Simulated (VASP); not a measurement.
# BN (P6_3/mmc) in VASP: a series of runs, part 2 of 2

VASP 6.6.1.

## (3) Single point, PBEsol (volume 8.631 Å^3 an atom, c/a of the conventional cell 2.6771)

INCAR reads:

```
ALGO     = Normal         # electronic algorithm
EDIFF    = 1E-6           # SCF threshold, eV
ENCUT    = 520            # plane-wave cutoff, eV
GGA      = PS             # functional
ISIF     = 2              # what is computed and relaxed
ISMEAR   = 0              # smearing method
LASPH    = T              # aspherical terms in the spheres
LCHARG   = T              # write CHGCAR
LELF     = T              # ELF
LREAL    = F              # projectors in reciprocal space
LVHAR    = T            
LWAVE    = F              # write WAVECAR
NBANDS   = 16             # bands
NELM     = 60             # most SCF steps
PREC     = Accurate       # precision mode
SIGMA    = 0.05           # smearing width, eV
```

KPOINTS reads:

```
k-points
0
Gamma
  12 12 4
```

POSCAR reads:

```
BN
1.0
    2.4602276439      0.0000000000      0.0000000000
   -1.2301138220      2.1306196387      0.0000000000
    0.0000000000      0.0000000000      6.5862754255
B N
2 2
Direct
    0.3333333333      0.6666666667      0.2500000000
    0.6666666667      0.3333333333      0.7500000000
    0.3333333333      0.6666666667      0.7500000000
    0.6666666667      0.3333333333      0.2500000000
```

Potentials or basis: VASP PAW PBE potentials, release 64 (B, N).

Started as:

```
$ cat potpaw_PBE.64/B/POTCAR potpaw_PBE.64/N/POTCAR > POTCAR
$ mpirun -np 1 vasp_std > vasp.out
```

OUTCAR:

```text
EDIFF = 1E-6
   ENCUT = 520
   GGA = PS
   ISIF = 2
   ISMEAR = 0
   LASPH = T
   LREAL = F
   NELM = 60
   PREC = Accurate

 ion  position               nearest neighbor table
   1  0.333  0.667  0.250-   4 1.42   4 1.42   4 1.42
   2  0.667  0.333  0.750-   3 1.42   3 1.42   3 1.42
   3  0.333  0.667  0.750-   2 1.42   2 1.42   2 1.42
   4  0.667  0.333  0.250-   1 1.42   1 1.42   1 1.42

  LATTYP: Found a hexagonal cell.
 ALAT       =     2.4602276439
 C/A-ratio  =     2.6771000000

  Lattice vectors:

 A1 = (   2.4602276439,   0.0000000000,   0.0000000000)
 A2 = (  -1.2301138220,   2.1306196387,   0.0000000000)
 A3 = (   0.0000000000,   0.0000000000,   6.5862754255)

Analysis of symmetry for initial positions (statically):
=====================================================================
 Subroutine PRICEL returns:
 Original cell was already a primitive cell.

 Routine SETGRP: Setting up the symmetry group for a
 hexagonal supercell.

 Subroutine GETGRP returns: Found 24 space group operations
 (whereof 12 operations were pure point group operations)
 out of a pool of 24 trial point group operations.

The static configuration has the point symmetry D_3d.
 The point group associated with its full space group is D_6h.

Analysis of symmetry for dynamics (positions and initial velocities):
=====================================================================
 Subroutine PRICEL returns:
 Original cell was already a primitive cell.

 Routine SETGRP: Setting up the symmetry group for a
 hexagonal supercell.

 Subroutine GETGRP returns: Found 24 space group operations
 (whereof 12 operations were pure point group operations)
 out of a pool of 24 trial point group operations.

The dynamic configuration has the point symmetry D_3d.
 The point group associated with its full space group is D_6h.

 Subroutine INISYM returns: Found 24 space group operations
 (whereof 12 operations are pure point group operations),
 and found     1 'primitive' translations

----------------------------------------------------------------------------------------

                                     Primitive cell

  volume of cell :      34.5240

  direct lattice vectors                    reciprocal lattice vectors
     2.460227644  0.000000000  0.000000000     0.406466451  0.234673515  0.000000000
    -1.230113822  2.130619639  0.000000000     0.000000000  0.469347030  0.000000000
     0.000000000  0.000000000  6.586275426     0.000000000  0.000000000  0.151830881

  length of vectors
     2.460227644  2.460227644  6.586275426     0.469347030  0.469347030  0.151830881

  position of ions in fractional coordinates (direct lattice)
     0.333333333  0.666666667  0.250000000
     0.666666667  0.333333333  0.750000000
     0.333333333  0.666666667  0.750000000
     0.666666667  0.333333333  0.250000000

  ion indices of the primitive-cell ions
   primitive index   ion index
                 1           1
[... 21 lines left out ...]

  Shift w.r.t. Gamma in fractional coordinates (k-lattice)
     0.000000000  0.000000000  0.000000000

 Subroutine IBZKPT returns following result:
 ===========================================

 Found     57 irreducible k-points:

 Following reciprocal coordinates:
            Coordinates               Weight
  0.000000  0.000000  0.000000      1.000000
  0.083333 -0.000000  0.000000      6.000000
  0.166667  0.000000  0.000000      6.000000
  0.250000  0.000000  0.000000      6.000000
  0.333333  0.000000  0.000000      6.000000
  0.416667 -0.000000  0.000000      6.000000
[... 16 lines left out ...]
  0.250000  0.000000  0.250000     12.000000
  0.333333  0.000000  0.250000     12.000000
 [... further k-points ...]
   k-points           NKPTS =     57   k-points in BZ     NKDIM =     57   number of bands    NBANDS=     16
   number of dos      NEDOS =    301   number of ions     NIONS =      4
   total plane-waves  NPLWV =  16200
   dimension x,y,z NGX =    18 NGY =   18 NGZ =   50
   dimension x,y,z NGXF=    36 NGYF=   36 NGZF=  100
   ions per type =               2   2
   NGX,Y,Z   is equivalent  to a cutoff of  12.16, 12.16, 12.62 a.u.
   NGXF,Y,Z  is equivalent  to a cutoff of  24.33, 24.33, 25.24 a.u.
 SYSTEM =  unknown system
   PREC   = accura    normal or accurate (medium, high low for compatibility)
   ISTART =      0    job   : 0-new  1-cont  2-samecut
   ICHARG =      2    charge: 1-file 2-atom 10-const
   ISPIN  =      1    spin polarized calculation?
   LNONCOLLINEAR =      F non collinear calculations
   LSORBIT =      F    spin-orbit coupling
   LASPH  =      T    aspherical Exc in radial PAW
   ENCUT  =  520.0 eV  38.22 Ry    6.18 a.u.   4.57  4.57 12.25*2*pi/ulx,y,z
   NELM   =     60;   NELMIN=  2; NELMDL= -5     # of ELM steps
   EDIFF  = 0.1E-05   stopping-criterion for ELM
   LREAL  =      F    real-space projection
   EDIFFG = 0.1E-04   stopping-criterion for IOM
   NSW    =      0    number of steps for IOM
   IBRION =     -1    ionic relax: 0-MD 1-quasi-New 2-CG
   NFREE  =      0    steps in history (QN), initial steepest desc. (CG)
   ISIF   =      2    stress and relaxation
   ISYM   =      2    0-nonsym 1-usesym 2-fastsym
   POTIM  = 0.5000    time-step for ionic-motion
   TEBEG  =    0.0;   TEEND  =   0.0 temperature during run
   PSTRESS=    0.0 pullay stress
   NELECT =      16.0000    total number of electrons
   NUPDOWN=      -1.0000    fix difference up-down
   EMIN   =  10.00;   EMAX   =-10.00  energy-range for DOS
   EFERMI =   0.00;   METHOD = LEGACY
   ISMEAR =     0;   SIGMA  =   0.05  broadening in eV -4-tet -1-fermi 0-gaus
   EFERMI_NEDOS =   21; number of points for ismear=-14 and -15
   IALGO  =     38    algorithm
   IMIX   =      4    mixing-type and parameters
     AMIX     =   0.40;   BMIX     =  1.00
     AMIX_MAG =   1.60;   BMIX_MAG =  1.00
  volume/ion in A,a.u.               =       8.63        58.24
  Fermi-wavevector in a.u.,A,eV,Ry     =   1.266896  2.394087 21.837713  1.605027
  Thomas-Fermi vector in A             =   2.400073
   LORBIT       =      0    0 simple, 1 ext, 2 COOP (PROOUT), +10 PAW based schemes
   GGA     = PS    functional components
   LHFCALC =     F    Hartree Fock is set to
   AEXX    =    0.0000 exact exchange contribution
   IVDW    =     0    specifies the selected vdW correction
   LEPSILON=     F    determine dielectric tensor
   LRPA    =     F    only Hartree local field effects (RPA)
 non-spin polarized calculation
 Gauss-broadening in eV      SIGMA  =   0.05
  energy-cutoff  :      520.00
  volume of cell :       34.52
 maximum number of plane-waves:       948
   NGX =  9   NGY =  9   NGZ = 25

 number of electron      15.9999998 magnetization

 Free energy of the ion-electron system (eV)
  ---------------------------------------------------
  ext. energy  EPLUGINS =         0.00000000
  ---------------------------------------------------
  free energy    TOTEN  =       -36.47809448 eV

  energy without entropy =      -36.47809448  energy(sigma->0) =      -36.47809448

 E-fermi :   2.7345     XC(G=0): -10.4676

 val. band max:        2.4845513860   @ k =   0.3333   0.3333   0.5000
 cond. band min:       6.7206033700   @ k =   0.5000   0.0000   0.0000
 fundamental gap:      4.2360519841
 Fermi energy:         2.7344717884

 k-point     1 :       0.0000    0.0000    0.0000
  band No.  band energies     occupation
      1     -15.6003      2.00000
      2     -15.2827      2.00000
      3      -4.1120      2.00000
      4      -1.8830      2.00000
      5       1.2454      2.00000
      6       1.2454      2.00000
[... 433 lines left out ...]
      3      -4.5100      2.00000
      4      -4.4491      2.00000
      5      -1.1359      2.00000
      6      -1.0919      2.00000
[... 8 lines left out ...]
     15      19.7379      0.00000
     16      21.8590      0.00000

 [... further k-points ...]

------------------------ aborting loop because EDIFF is reached ----------------------------------------

  FORCE on cell =-STRESS in cart. coord.  units (eV):
  Direction    XX          YY          ZZ          XY          YZ          ZX
  --------------------------------------------------------------------------------------
  -------------------------------------------------------------------------------------
  Total        4.6551050      4.6551050      0.2294680     -0.0000000     -0.0000000      0.0000000
  in kB      216.0324326    216.0324326     10.6490680     -0.0000000     -0.0000000      0.0000000
  external PRESSURE =     147.5713111 kB  Pullay stress =       0.0000000 kB

 VOLUME and BASIS-vectors are now :
 -----------------------------------------------------------------------------
  energy-cutoff  :      520.00
  volume of cell :       34.52
      direct lattice vectors                 reciprocal lattice vectors
     2.460227644  0.000000000  0.000000000     0.406466451  0.234673515  0.000000000
    -1.230113822  2.130619639  0.000000000     0.000000000  0.469347030  0.000000000
     0.000000000  0.000000000  6.586275426     0.000000000  0.000000000  0.151830881

 POSITION                                       TOTAL-FORCE (eV/Angst)
 -----------------------------------------------------------------------------------
     -0.00000      1.42041      1.64657         0.000000     -0.000000      0.000000
      1.23011      0.71021      4.93971        -0.000000      0.000000      0.000000
     -0.00000      1.42041      4.93971         0.000000      0.000000      0.000000
      1.23011      0.71021      1.64657         0.000000     -0.000000      0.000000
 -----------------------------------------------------------------------------------
    total drift:                               -0.000000      0.000000      0.000000

  FREE ENERGIE OF THE ION-ELECTRON SYSTEM (eV)
  ---------------------------------------------------
  free  energy   TOTEN  =       -36.4780944840 eV

  energy  without entropy=      -36.4780944840  energy(sigma->0) =      -36.47809448
```

Run time: 22 s. Hardware: 1 thread of Intel Xeon 6975P-C, shared host; peak memory 0.15 GiB.

What came out:

```yaml
Free_energy: -36.4781 eV
Pressure: 14.8 GPa
Band_gap_on_the_k_mesh: 4.24 eV, indirect (least direct gap 4.71 eV)
```

Levels at points of the mesh, in eV from the valence-band top:
```
           k point  band 5  band 6  band 7  band 8  band 9  band 10  band 11  band 12
(0.00, 0.00, 0.00)   -1.24   -1.24   -1.20   -1.20    5.09    10.44    11.95    11.95
(0.50, 0.00, 0.00)   -4.21   -4.15   -1.53   -0.47    4.24     5.73     9.93    10.46
(0.00, 0.00, 0.50)   -1.22   -1.22   -1.22   -1.22    7.60     7.60    12.01    12.01
(0.50, 0.00, 0.50)   -4.18   -4.18   -0.98   -0.98    4.74     4.74    10.41    10.41
```

Caveat: the PAW data sets were made with another functional, which shifts forces and pressure a little; this functional lacks dispersion, which binds the layers, so the pressure and a relaxed spacing across them are unreliable. A k mesh can miss the band edges.

## (4) Single point, PBEsol (volume 8.631 Å^3 an atom, c/a of the conventional cell 2.8094)

INCAR reads:

```
SYSTEM = BN
PREC     = Accurate       ! precision mode
ENCUT    = 520            ! plane-wave cutoff, eV
EDIFF    = 1E-6           ! SCF threshold, eV
ISMEAR   = 0              ! smearing method
SIGMA    = 0.05           ! smearing width, eV
LREAL    = .False.        ! projectors in reciprocal space
LASPH    = .True.         ! aspherical terms in the spheres
NELM     = 100            ! most SCF steps
ALGO     = Normal         ! electronic algorithm
ISIF     = 2              ! what is computed and relaxed
LWAVE    = .False.        ! write WAVECAR
LCHARG   = .True.         ! write CHGCAR
GGA      = PS             ! functional
LELF     = .True.         ! ELF
LVHAR    = .True.       
NBANDS   = 16             ! bands
```

KPOINTS reads:

```
Automatic mesh
0
Gamma
  12 12 4
  0 0 0
```

POSCAR reads:

```
BN
1.0
    2.4209874685      0.0000000000      0.0000000000
   -1.2104937343      2.0966366500      0.0000000000
    0.0000000000      0.0000000000      6.8015108207
B N
2 2
Direct
    0.3333333333      0.6666666667      0.2500000000
    0.6666666667      0.3333333333      0.7500000000
    0.3333333333      0.6666666667      0.7500000000
    0.6666666667      0.3333333333      0.2500000000
```

Started as:

```
$ cat potpaw_PBE.64/B/POTCAR potpaw_PBE.64/N/POTCAR > POTCAR
$ mpirun -np 1 vasp_std > vasp.out
```

Wall time 23 s (1 thread of Intel Xeon 6975P-C, shared host); peak memory 0.16 GiB.

It converged, with:

```yaml
Free_energy: -36.2636 eV
Pressure: 28.1 GPa
Band_gap_on_the_k_mesh: 4.36 eV, indirect (least direct gap 4.84 eV)
```

Stress tensor (GPa, compression positive):
```
42.02  0.00  0.00
 0.00 42.02  0.00
 0.00  0.00  0.39
```

Levels at points of the mesh, in eV from the valence-band top:
| k point | band 5 | band 6 | band 7 | band 8 | band 9 | band 10 | band 11 | band 12 |
| --- | --- | --- | --- | --- | --- | --- | --- | --- |
| (0.00, 0.00, 0.00) | -1.17 | -1.17 | -1.15 | -1.15 | 4.85 | 10.09 | 12.38 | 12.38 |
| (0.50, 0.00, 0.00) | -4.28 | -4.24 | -1.48 | -0.60 | 4.36 | 5.68 | 10.32 | 11.03 |
| (0.00, 0.00, 0.50) | -1.16 | -1.16 | -1.16 | -1.16 | 7.19 | 7.19 | 12.43 | 12.43 |
| (0.50, 0.00, 0.50) | -4.26 | -4.26 | -1.03 | -1.03 | 4.84 | 4.84 | 10.89 | 10.89 |

Caveat: the PAW data sets were made with another functional, which shifts forces and pressure a little; this functional lacks dispersion, which binds the layers, so the pressure and a relaxed spacing across them are unreliable.

## (5) Single point, PBEsol (volume 8.631 Å^3 an atom, c/a of the conventional cell 3.0939)

INCAR reads:

```
SYSTEM = BN
  ALGO = Normal
  EDIFF = 1E-6
  ENCUT = 520
  GGA = PS
  ISIF = 2
  ISMEAR = 0
  LASPH = .TRUE.
  LCHARG = .TRUE.
  LELF = .TRUE.
  LREAL = .FALSE.
  LVHAR = .TRUE.
  LWAVE = .FALSE.
  NBANDS = 16
  NELM = 100
  PREC = Accurate
  SIGMA = 0.05
```

KPOINTS reads:

```
k-points
0
G
  12 12 4
  0 0 0
```

POSCAR reads:

```
BN
1.0
    2.3443803249      0.0000000000      0.0000000000
   -1.1721901625      2.0302929175      0.0000000000
    0.0000000000      0.0000000000      7.2532782871
B N
2 2
Direct
    0.3333333333      0.6666666667      0.2500000000
    0.6666666667      0.3333333333      0.7500000000
    0.3333333333      0.6666666667      0.7500000000
    0.6666666667      0.3333333333      0.2500000000
```

Started as:

```
$ cat potpaw_PBE.64/B/POTCAR potpaw_PBE.64/N/POTCAR > POTCAR
$ mpirun -np 1 vasp_std > vasp.out
```

Wall time 26 s (1 thread of Intel Xeon 6975P-C, shared host); peak memory 0.15 GiB.

Results (log left out):

```yaml
Free_energy: -35.3738 eV
Pressure: 58.2 GPa
Band_gap_on_the_k_mesh: 4.42 eV, indirect (least direct gap 5.09 eV)
```

Stress tensor (GPa, compression positive):
```
87.42  0.00  0.00
 0.00 87.42  0.00
 0.00  0.00 -0.33
```

Levels at points of the mesh, in eV from the valence-band top:
```csv
k point,band 5,band 6,band 7,band 8,band 9,band 10,band 11,band 12
"(0.00, 0.00, 0.00)",-1.03,-1.03,-1.02,-1.02,4.42,9.18,13.26,13.26
"(0.50, 0.00, 0.00)",-4.43,-4.41,-1.42,-0.86,4.63,5.62,11.11,12.16
"(0.00, 0.00, 0.50)",-1.02,-1.02,-1.02,-1.02,6.39,6.39,13.28,13.28
"(0.50, 0.00, 0.50)",-4.42,-4.42,-1.14,-1.14,5.02,5.02,11.82,11.82
```

Caveat: the PAW data sets were made with another functional, which shifts forces and pressure a little; this functional lacks dispersion, which binds the layers, so the pressure and a relaxed spacing across them are unreliable. A k mesh can miss the band edges.

## (6) Single point, PBEsol (volume 8.631 Å^3 an atom, c/a of the conventional cell 2.9482)

INCAR reads:

```
PREC = Accurate ; ENCUT = 520
EDIFF = 1E-6 ; ISMEAR = 0
SIGMA = 0.05 ; LREAL = False
LASPH = True ; NELM = 80
ALGO = Normal ; ISIF = 2
LWAVE = False ; LCHARG = False
GGA = PS ; NBANDS = 16
```

KPOINTS reads:

```
Automatic mesh
0
Gamma
  12 12 4
```

POSCAR reads:

```
BN
1.0
    2.3823807877      0.0000000000      0.0000000000
   -1.1911903939      2.0632022836      0.0000000000
    0.0000000000      0.0000000000      7.0237350383
B N
2 2
Direct
    0.3333333333      0.6666666667      0.2500000000
    0.6666666667      0.3333333333      0.7500000000
    0.3333333333      0.6666666667      0.7500000000
    0.6666666667      0.3333333333      0.2500000000
```

Potentials or basis: VASP PAW PBE potentials, release 64 (B, N).

Started as:

```
$ cat potpaw_PBE.64/B/POTCAR potpaw_PBE.64/N/POTCAR > POTCAR
$ mpirun -np 1 vasp_std > vasp.out
```

Wall time 26 s (1 thread of Intel Xeon 6975P-C, shared host); peak memory 0.15 GiB.

Results (log left out):

```yaml
Free_energy: -35.8986 eV
Pressure: 42.6 GPa
Band_gap_on_the_k_mesh: 4.50 eV, indirect (least direct gap 4.96 eV)
```

Stress tensor (GPa, compression positive):
```
63.94  0.00  0.00
 0.00 63.94  0.00
 0.00  0.00 -0.06
```

Levels at points of the mesh, in eV from the valence-band top:
| k point | band 6 | band 7 | band 8 | band 9 | band 10 | band 11 |
| --- | --- | --- | --- | --- | --- | --- |
| (0.00, 0.00, 0.00) | -1.11 | -1.09 | -1.09 | 4.63 | 9.66 | 12.81 |
| (0.50, 0.00, 0.00) | -4.33 | -1.44 | -0.74 | 4.50 | 5.64 | 10.72 |
| (0.00, 0.00, 0.50) | -1.10 | -1.10 | -1.10 | 6.79 | 6.79 | 12.85 |
| (0.50, 0.00, 0.50) | -4.34 | -1.08 | -1.08 | 4.93 | 4.93 | 11.36 |

Caveat: the PAW data sets were made with another functional, which shifts forces and pressure a little; this functional lacks dispersion, which binds the layers, so the pressure and a relaxed spacing across them are unreliable.

## (7) Overview

```csv
cell,gap on the mesh (eV),pressure (GPa)
"a = 2.441, b = 2.441, c = 6.693 Å, angles 90.0, 90.0, 120.0°, 4 atoms",4.30,21.3
"a = 2.460, b = 2.460, c = 6.586 Å, angles 90.0, 90.0, 120.0°, 4 atoms",4.24,14.8
"a = 2.421, b = 2.421, c = 6.802 Å, angles 90.0, 90.0, 120.0°, 4 atoms",4.36,28.1
"a = 2.344, b = 2.344, c = 7.253 Å, angles 90.0, 90.0, 120.0°, 4 atoms",4.42,58.2
"a = 2.382, b = 2.382, c = 7.024 Å, angles 90.0, 90.0, 120.0°, 4 atoms",4.50,42.6
```

Alike in all rows: task single point; level PBEsol; potentials or basis VASP PAW PBE potentials, release 64 (B, N); no spin polarisation; k mesh 12 × 12 × 4; cutoff (eV) 520; smearing gaussian 0.05 eV.

Caveats: the PAW data sets were made with another functional, which shifts forces and pressure a little; this functional lacks dispersion, which binds the layers, so the pressure and a relaxed spacing across them are unreliable.

Total energies depend on the potentials used, so only differences within one code and one set of settings carry meaning.
